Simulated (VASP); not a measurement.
# Y2Ge3 in VASP: further runs

Y2Ge3 is run at these levels: PBE, r2SCAN+D3(BJ); tasks: single point.

All numbers are computed with VASP 6.6.1; they aren't measurements. Logs are shortened: lines on timing, memory, paths and dates and some standing lists are left out, and cuts for length are marked.

## 1. The cell of the first run

It takes space group P-6m2 (No. 187, hexagonal). Conventional cell: a = 4.392 Å, b = 4.392 Å, c = 7.107 Å, α = 90.00°, β = 90.00°, γ = 120.00°. Within 4.0 Å of Y (site symmetry 3m) lie 9 Ge at 3.02 to 3.18 Å and 2 Y at 3.27 to 3.84 Å. Ge (site symmetry -6m2) has 3 Ge at 2.54 Å and 6 Y at 3.18 Å within 3.3 Å. Within 4.0 Å of Ge (site symmetry -6m2) lie 6 Y at 3.02 Å and 2 Ge at 3.55 Å. Ge (site symmetry -6m2) has 3 Ge at 2.54 Å and 6 Y at 3.18 Å within 3.3 Å.

## 2. Single point, PBE

The input, INCAR:

```
SYSTEM = Y2Ge3
  PREC = Accurate
  ENCUT = 520
  EDIFF = 1E-7
  ISMEAR = -1
  SIGMA = 0.05
  LREAL = .FALSE.
  LASPH = .TRUE.
  NELM = 80
  ALGO = Normal
  ISIF = 2
  LWAVE = .FALSE.
  LCHARG = .FALSE.
  GGA = PE
  NBANDS = 40
```

The input, KPOINTS:

```
Automatic mesh
0
G
  7 7 4
  0 0 0
```

The input, POSCAR:

```
Y2Ge3
1.0
    4.3924264328      0.0000000000      0.0000000000
   -2.1962132164      3.8039528751      0.0000000000
    0.0000000000      0.0000000000      7.1072950000
Y Ge
2 3
Direct
    0.0000000000      0.0000000000      0.2700710000
    0.0000000000      0.0000000000      0.7299290000
    0.6666666667      0.3333333333      0.0000000000
    0.6666666667      0.3333333333      0.5000000000
    0.3333333333      0.6666666667      0.0000000000
```

Potentials or basis: VASP PAW PBE potentials, release 64 (Y_sv, Ge_d).

Command:

```bash
$ cat potpaw_PBE.64/Y_sv/POTCAR potpaw_PBE.64/Ge_d/POTCAR > POTCAR
$ mpirun -np 1 vasp_std > vasp.out
```

OUTCAR:

```text
SYSTEM = Y2Ge3
   PREC = Accurate
   ENCUT = 520
   EDIFF = 1E-7
   ISMEAR = -1
   LREAL = .FALSE.
   LASPH = .TRUE.
   NELM = 80
   ISIF = 2
   GGA = PE

 ion  position               nearest neighbor table
   1  0.000  0.000  0.270-   4 3.02   4 3.02   4 3.02   5 3.18   3 3.18   3 3.18   5 3.18   5 3.18
                             3 3.18   2 3.27   2 3.84
   2  0.000  0.000  0.730-   4 3.02   4 3.02   4 3.02   5 3.18   3 3.18   3 3.18   5 3.18   5 3.18
                             3 3.18   1 3.27   1 3.84
   3  0.667  0.333  0.000-   5 2.54   5 2.54   5 2.54   1 3.18   2 3.18   1 3.18   2 3.18   1 3.18
                             2 3.18
   4  0.667  0.333  0.500-   1 3.02   2 3.02   1 3.02   2 3.02   1 3.02   2 3.02
   5  0.333  0.667  0.000-   3 2.54   3 2.54   3 2.54   1 3.18   2 3.18   2 3.18   1 3.18   2 3.18
                             1 3.18

  LATTYP: Found a hexagonal cell.
 ALAT       =     4.3924264328
 C/A-ratio  =     1.6180794622

  Lattice vectors:

 A1 = (   4.3924264328,   0.0000000000,   0.0000000000)
 A2 = (  -2.1962132164,   3.8039528751,   0.0000000000)
 A3 = (   0.0000000000,   0.0000000000,   7.1072950000)

Analysis of symmetry for initial positions (statically):
=====================================================================
 Subroutine PRICEL returns:
 Original cell was already a primitive cell.

 Routine SETGRP: Setting up the symmetry group for a
 hexagonal supercell.

 Subroutine GETGRP returns: Found 12 space group operations
 (whereof 12 operations were pure point group operations)
 out of a pool of 24 trial point group operations.

The static configuration has the point symmetry D_3h.

Analysis of symmetry for dynamics (positions and initial velocities):
=====================================================================
 Subroutine PRICEL returns:
 Original cell was already a primitive cell.

 Routine SETGRP: Setting up the symmetry group for a
 hexagonal supercell.

 Subroutine GETGRP returns: Found 12 space group operations
 (whereof 12 operations were pure point group operations)
 out of a pool of 24 trial point group operations.

The dynamic configuration has the point symmetry D_3h.

 Subroutine INISYM returns: Found 12 space group operations
 (whereof 12 operations are pure point group operations),
 and found     1 'primitive' translations

[... 99 lines left out ...]
   EDIFF  = 0.1E-06   stopping-criterion for ELM
   LREAL  =      F    real-space projection
   EDIFFG = 0.1E-05   stopping-criterion for IOM
   NSW    =      0    number of steps for IOM
   IBRION =     -1    ionic relax: 0-MD 1-quasi-New 2-CG
   NFREE  =      0    steps in history (QN), initial steepest desc. (CG)
   ISIF   =      2    stress and relaxation
   ISYM   =      2    0-nonsym 1-usesym 2-fastsym
   POTIM  = 0.5000    time-step for ionic-motion
   TEBEG  =    0.0;   TEEND  =   0.0 temperature during run
   PSTRESS=    0.0 pullay stress
   NELECT =      64.0000    total number of electrons
   NUPDOWN=      -1.0000    fix difference up-down
   EMIN   =  10.00;   EMAX   =-10.00  energy-range for DOS
   EFERMI =   0.00;   METHOD = LEGACY
   ISMEAR =    -1;   SIGMA  =   0.05  broadening in eV -4-tet -1-fermi 0-gaus
   EFERMI_NEDOS =   21; number of points for ismear=-14 and -15
   IALGO  =     38    algorithm
   IMIX   =      4    mixing-type and parameters
     AMIX     =   0.40;   BMIX     =  1.00
     AMIX_MAG =   1.60;   BMIX_MAG =  1.00
  volume/ion in A,a.u.               =      23.75       160.28
  Fermi-wavevector in a.u.,A,eV,Ry     =   1.332253  2.517594 24.148968  1.774899
  Thomas-Fermi vector in A             =   2.461202
   LORBIT       =      0    0 simple, 1 ext, 2 COOP (PROOUT), +10 PAW based schemes
   GGA     = PE    functional components
   LHFCALC =     F    Hartree Fock is set to
   AEXX    =    0.0000 exact exchange contribution
   IVDW    =     0    specifies the selected vdW correction
   LEPSILON=     F    determine dielectric tensor
   LRPA    =     F    only Hartree local field effects (RPA)
 non-spin polarized calculation
  energy-cutoff  :      520.00
  volume of cell :      118.75
 maximum number of plane-waves:      3214
 NGX is ok and might be reduce to    36
   NGX = 17   NGY = 17   NGZ = 27

 number of electron      63.9999992 magnetization

 Free energy of the ion-electron system (eV)
  ---------------------------------------------------
  ext. energy  EPLUGINS =         0.00000000
  ---------------------------------------------------
  free energy    TOTEN  =       -28.98514091 eV

  energy without entropy =      -28.97207947  energy(sigma->0) =      -28.97861019

 E-fermi :   4.5711     XC(G=0): -10.2954

 val. band max:        4.5150083615   @ k =   0.4286   0.1429   0.0000
 cond. band min:       4.5976393594   @ k =   0.4286   0.1429   0.5000
 fundamental gap:      0.0826309979
 Fermi energy:         4.5710931646

 k-point     1 :       0.0000    0.0000    0.0000
  band No.  band energies     occupation
      1     -38.0116      2.00000
      2     -37.9744      2.00000
      3     -20.0366      2.00000
      4     -20.0366      2.00000
      5     -20.0169      2.00000
      6     -20.0067      2.00000
[... 1021 lines left out ...]
     39       8.5974      0.00000
     40       8.6492      0.00000

------------------------ aborting loop because EDIFF is reached ----------------------------------------

  FORCE on cell =-STRESS in cart. coord.  units (eV):
  Direction    XX          YY          ZZ          XY          YZ          ZX
  --------------------------------------------------------------------------------------
  -------------------------------------------------------------------------------------
  Total        0.3245564      0.3245564      0.0505894      0.0000000      0.0000000      0.0000000
  in kB        4.3788174      4.3788174      0.6825366      0.0000000      0.0000000      0.0000000
  external PRESSURE =       3.1467238 kB  Pullay stress =       0.0000000 kB

 VOLUME and BASIS-vectors are now :
 -----------------------------------------------------------------------------
  energy-cutoff  :      520.00
  volume of cell :      118.75
      direct lattice vectors                 reciprocal lattice vectors
     4.392426433  0.000000000  0.000000000     0.227664598  0.131442217  0.000000000
    -2.196213216  3.803952875  0.000000000     0.000000000  0.262884434  0.000000000
     0.000000000  0.000000000  7.107295000     0.000000000  0.000000000  0.140700506

 POSITION                                       TOTAL-FORCE (eV/Angst)
 -----------------------------------------------------------------------------------
      0.00000      0.00000      1.91947         0.000000      0.000000     -0.149148
      0.00000      0.00000      5.18782         0.000000      0.000000      0.149148
      2.19621      1.26798      0.00000        -0.000000      0.000000     -0.000000
      2.19621      1.26798      3.55365         0.000000      0.000000     -0.000000
     -0.00000      2.53597      0.00000         0.000000      0.000000     -0.000000
 -----------------------------------------------------------------------------------
    total drift:                                0.000000     -0.000000      0.000000

  FREE ENERGIE OF THE ION-ELECTRON SYSTEM (eV)
  ---------------------------------------------------
  free  energy   TOTEN  =       -28.9851409111 eV

  energy  without entropy=      -28.9720794685  energy(sigma->0) =      -28.97861019
```

Run time: 2.4 min. Hardware: 1 thread of Intel Xeon Platinum 8259CL at 2.50GHz (Skylake/Cascade Lake), shared host; peak memory 0.3 GiB.

What came out:

```yaml
Free_energy: -28.9851 eV
Pressure: 0.3 GPa
Largest_force: 0.149 eV/Å
Band_gap_on_the_k_mesh: zero (band 32 reaches 5.51 eV, above the bottom of band 33 at 4.26 eV)
```

Forces on the atoms (eV/Å):
```
Y    0.000  0.000 -0.149
Y    0.000  0.000  0.149
Ge   0.000  0.000  0.000
Ge   0.000  0.000  0.000
Ge   0.000  0.000  0.000
```

Levels at points of the mesh, in eV from the Fermi level:
```csv
k point,band 30,band 31,band 32,band 33,band 34,band 35
"(0.00, 0.00, 0.00)",-0.52,-0.52,-0.07,0.76,0.76,1.10
"(0.00, 0.00, 0.50)",-1.69,-0.48,-0.48,0.15,0.15,1.63
```

## 3. Single point, r2SCAN+D3(BJ)

POSCAR is that of step 2.

The input, INCAR.step1:

```
SYSTEM = Y2Ge3
PREC = Accurate
ENCUT = 520
ISMEAR = -1
SIGMA = 0.05
LREAL = .FALSE.
LASPH = .TRUE.
NELM = 100
NBANDS = 40
GGA = PE
ALGO = Normal
EDIFF = 1E-4
LWAVE = .TRUE.
LCHARG = .FALSE.
```

The input, INCAR.step2:

```
SYSTEM = Y2Ge3
PREC = Accurate
ENCUT = 520
EDIFF = 1E-7
ISMEAR = -1
SIGMA = 0.05
LREAL = .FALSE.
LASPH = .TRUE.
NELM = 100
ALGO = Normal
ISIF = 2
LWAVE = .FALSE.
LCHARG = .FALSE.
METAGGA = R2SCAN
LMIXTAU = .TRUE.
IVDW = 12
VDW_S6 = 1.0
VDW_S8 = 0.78981345
VDW_A1 = 0.49484001
VDW_A2 = 5.73083694
NBANDS = 40
ISTART = 1
```

The input, KPOINTS:

```
regular mesh
0
G
  7 7 4
  0 0 0
```

Potentials or basis: VASP PAW PBE potentials, release 64 (Y_sv, Ge_d).

Command:

```bash
$ cat potpaw_PBE.64/Y_sv/POTCAR potpaw_PBE.64/Ge_d/POTCAR > POTCAR
$ cp INCAR.step1 INCAR
$ mpirun -np 1 vasp_std > vasp.out
$ cp INCAR.step2 INCAR
$ mpirun -np 1 vasp_std > vasp.out
```

OUTCAR:

```text
SYSTEM = Y2Ge3
   PREC = Accurate
   ENCUT = 520
   EDIFF = 1E-7
   ISMEAR = -1
   LREAL = .FALSE.
   LASPH = .TRUE.
   NELM = 100
   ISIF = 2
   METAGGA = R2SCAN
   IVDW = 12
   ISTART = 1
 IVDW          = 12

 ion  position               nearest neighbor table
   1  0.000  0.000  0.270-   4 3.02   4 3.02   4 3.02   5 3.18   3 3.18   3 3.18   5 3.18   5 3.18
                             3 3.18   2 3.27   2 3.84
   2  0.000  0.000  0.730-   4 3.02   4 3.02   4 3.02   5 3.18   3 3.18   3 3.18   5 3.18   5 3.18
                             3 3.18   1 3.27   1 3.84
   3  0.667  0.333  0.000-   5 2.54   5 2.54   5 2.54   1 3.18   2 3.18   1 3.18   2 3.18   1 3.18
                             2 3.18
   4  0.667  0.333  0.500-   1 3.02   2 3.02   1 3.02   2 3.02   1 3.02   2 3.02
   5  0.333  0.667  0.000-   3 2.54   3 2.54   3 2.54   1 3.18   2 3.18   2 3.18   1 3.18   2 3.18
                             1 3.18

  LATTYP: Found a hexagonal cell.
 ALAT       =     4.3924264328
 C/A-ratio  =     1.6180794622

  Lattice vectors:

 A1 = (   4.3924264328,   0.0000000000,   0.0000000000)
 A2 = (  -2.1962132164,   3.8039528751,   0.0000000000)
 A3 = (   0.0000000000,   0.0000000000,   7.1072950000)

Analysis of symmetry for initial positions (statically):
=====================================================================
 Subroutine PRICEL returns:
 Original cell was already a primitive cell.

 Routine SETGRP: Setting up the symmetry group for a
 hexagonal supercell.

 Subroutine GETGRP returns: Found 12 space group operations
 (whereof 12 operations were pure point group operations)
 out of a pool of 24 trial point group operations.

The static configuration has the point symmetry D_3h.

Analysis of symmetry for dynamics (positions and initial velocities):
=====================================================================
 Subroutine PRICEL returns:
 Original cell was already a primitive cell.

 Routine SETGRP: Setting up the symmetry group for a
 hexagonal supercell.

 Subroutine GETGRP returns: Found 12 space group operations
 (whereof 12 operations were pure point group operations)
 out of a pool of 24 trial point group operations.

The dynamic configuration has the point symmetry D_3h.

 Subroutine INISYM returns: Found 12 space group operations
 (whereof 12 operations are pure point group operations),
 and found     1 'primitive' translations

----------------------------------------------------------------------------------------

                                     Primitive cell

  volume of cell :     118.7528

  direct lattice vectors                    reciprocal lattice vectors
     4.392426433  0.000000000  0.000000000     0.227664598  0.131442217  0.000000000
    -2.196213216  3.803952875  0.000000000     0.000000000  0.262884434  0.000000000
     0.000000000  0.000000000  7.107295000     0.000000000  0.000000000  0.140700506

  length of vectors
     4.392426433  4.392426433  7.107295000     0.262884434  0.262884434  0.140700506

  position of ions in fractional coordinates (direct lattice)
     0.000000000  0.000000000  0.270071000
     0.000000000  0.000000000  0.729929000
[... 33 lines left out ...]
 Subroutine IBZKPT returns following result:
 ===========================================

 Found     24 irreducible k-points:

 Following reciprocal coordinates:
            Coordinates               Weight
  0.000000  0.000000  0.000000      1.000000
  0.142857  0.000000  0.000000      6.000000
  0.285714  0.000000  0.000000      6.000000
  0.428571  0.000000  0.000000      6.000000
  0.142857  0.142857  0.000000      6.000000
  0.285714  0.142857  0.000000     12.000000
[... 16 lines left out ...]
  0.428571  0.142857  0.500000      6.000000
  0.285714  0.285714  0.500000      6.000000
   k-points           NKPTS =     24   k-points in BZ     NKDIM =     24   number of bands    NBANDS=     40
   number of dos      NEDOS =    301   number of ions     NIONS =      5
   total plane-waves  NPLWV =  69984
   dimension x,y,z NGX =    36 NGY =   36 NGZ =   54
   dimension x,y,z NGXF=    72 NGYF=   72 NGZF=  108
   ions per type =               2   3
   NGX,Y,Z   is equivalent  to a cutoff of  13.63, 13.63, 12.63 a.u.
   NGXF,Y,Z  is equivalent  to a cutoff of  27.25, 27.25, 25.26 a.u.
 SYSTEM =  Y2Ge3
   PREC   = accura    normal or accurate (medium, high low for compatibility)
   ISTART =      1    job   : 0-new  1-cont  2-samecut
   ICHARG =      0    charge: 1-file 2-atom 10-const
   ISPIN  =      1    spin polarized calculation?
   LNONCOLLINEAR =      F non collinear calculations
   LSORBIT =      F    spin-orbit coupling
   LASPH  =      T    aspherical Exc in radial PAW
   ENCUT  =  520.0 eV  38.22 Ry    6.18 a.u.   8.17  8.17 13.21*2*pi/ulx,y,z
   NELM   =    100;   NELMIN=  2; NELMDL=  0     # of ELM steps
   EDIFF  = 0.1E-06   stopping-criterion for ELM
   LREAL  =      F    real-space projection
   EDIFFG = 0.1E-05   stopping-criterion for IOM
   NSW    =      0    number of steps for IOM
   IBRION =     -1    ionic relax: 0-MD 1-quasi-New 2-CG
   NFREE  =      0    steps in history (QN), initial steepest desc. (CG)
   ISIF   =      2    stress and relaxation
   ISYM   =      2    0-nonsym 1-usesym 2-fastsym
   POTIM  = 0.5000    time-step for ionic-motion
   TEBEG  =    0.0;   TEEND  =   0.0 temperature during run
   PSTRESS=    0.0 pullay stress
   NELECT =      64.0000    total number of electrons
   NUPDOWN=      -1.0000    fix difference up-down
   EMIN   =  10.00;   EMAX   =-10.00  energy-range for DOS
   EFERMI =   0.00;   METHOD = LEGACY
   ISMEAR =    -1;   SIGMA  =   0.05  broadening in eV -4-tet -1-fermi 0-gaus
   EFERMI_NEDOS =   21; number of points for ismear=-14 and -15
   IALGO  =     38    algorithm
   IMIX   =      4    mixing-type and parameters
     AMIX     =   0.40;   BMIX     =  1.00
     AMIX_MAG =   1.60;   BMIX_MAG =  1.00
  volume/ion in A,a.u.               =      23.75       160.28
  Fermi-wavevector in a.u.,A,eV,Ry     =   1.332253  2.517594 24.148968  1.774899
  Thomas-Fermi vector in A             =   2.461202
   LORBIT       =      0    0 simple, 1 ext, 2 COOP (PROOUT), +10 PAW based schemes
   METAGGA = R2SCAN    functional components
   LHFCALC =     F    Hartree Fock is set to
   AEXX    =    0.0000 exact exchange contribution
   IVDW    =    12    specifies the selected vdW correction
   LEPSILON=     F    determine dielectric tensor
   LRPA    =     F    only Hartree local field effects (RPA)
 non-spin polarized calculation
  energy-cutoff  :      520.00
  volume of cell :      118.75
 maximum number of plane-waves:      3214
 NGX is ok and might be reduce to    36
   NGX = 17   NGY = 17   NGZ = 27

 number of electron      63.9999992 magnetization

 Free energy of the ion-electron system (eV)
  ---------------------------------------------------
  ext. energy  EPLUGINS =         0.00000000
  ---------------------------------------------------
  free energy    TOTEN  =       -85.02310703 eV

  energy without entropy =      -85.01142823  energy(sigma->0) =      -85.01726763

 E-fermi :   4.5818     XC(G=0): -11.0815

 val. band max:        4.5785311965   @ k =   0.1429   0.0000   0.0000
 cond. band min:       4.6035686418   @ k =   0.4286   0.1429   0.5000
 fundamental gap:      0.0250374453
 Fermi energy:         4.5818450933

 k-point     1 :       0.0000    0.0000    0.0000
  band No.  band energies     occupation
      1     -39.6100      2.00000
      2     -39.5709      2.00000
      3     -20.7775      2.00000
      4     -20.7775      2.00000
      5     -20.7537      2.00000
      6     -20.7430      2.00000
[... 1021 lines left out ...]
     39       8.8973      0.00000
     40       8.9027      0.00000

------------------------ aborting loop because EDIFF is reached ----------------------------------------

 Edisp (eV)   -0.82702

 E8    (eV) :    -0.3225

  FORCE on cell =-STRESS in cart. coord.  units (eV):
  Direction    XX          YY          ZZ          XY          YZ          ZX
  --------------------------------------------------------------------------------------
  -------------------------------------------------------------------------------------
  Total      -1.48870    -1.48870    -0.86872     0.00000     0.00000    -0.00000
  in kB     -20.08503   -20.08503   -11.72056     0.00000     0.00000    -0.00000
  external pressure =      -17.30 kB  Pullay stress =        0.00 kB

 VOLUME and BASIS-vectors are now :
 -----------------------------------------------------------------------------
  energy-cutoff  :      520.00
  volume of cell :      118.75
      direct lattice vectors                 reciprocal lattice vectors
     4.392426433  0.000000000  0.000000000     0.227664598  0.131442217  0.000000000
    -2.196213216  3.803952875  0.000000000     0.000000000  0.262884434  0.000000000
     0.000000000  0.000000000  7.107295000     0.000000000  0.000000000  0.140700506

 POSITION                                       TOTAL-FORCE (eV/Angst)
 -----------------------------------------------------------------------------------
      0.00000      0.00000      1.91947         0.000000     -0.000000     -0.134281
      0.00000      0.00000      5.18782         0.000000     -0.000000      0.134281
      2.19621      1.26798      0.00000        -0.000000     -0.000000      0.000000
      2.19621      1.26798      3.55365        -0.000000     -0.000000      0.000000
     -0.00000      2.53597      0.00000         0.000000      0.000000      0.000000
 -----------------------------------------------------------------------------------
    total drift:                               -0.000001      0.000000      0.000000

  FREE ENERGIE OF THE ION-ELECTRON SYSTEM (eV)
  ---------------------------------------------------
  free  energy   TOTEN  =       -85.8501297397 eV

  energy  without entropy=      -85.8384509410  energy(sigma->0) =      -85.84429034
```

Run time: 22 min. Hardware: 1 thread of Intel Xeon 8259CL, shared host; peak memory 0.35 GiB.

Results:

| Item | Value |
| --- | --- |
| Free energy | -85.8501 eV |
| Pressure | -1.7 GPa |
| Largest force | 0.134 eV/Å |
| Band gap on the k mesh | zero (band 32 reaches 5.62 eV, above the bottom of band 33 at 4.19 eV) |
| Dispersion energy per atom | -0.165 eV |

Forces in eV/Å, atoms in the order of the input:
```
Y    0.000  0.000 -0.134
Y    0.000  0.000  0.134
Ge   0.000  0.000  0.000
Ge   0.000  0.000  0.000
Ge   0.000  0.000  0.000
```

Caveat: three body term missing; the PAW data sets were made with another functional, which shifts forces and pressure a little; pairwise dispersion overbinds metals, which lowers pressure and volume.

(Continued in part 2 of 2.)
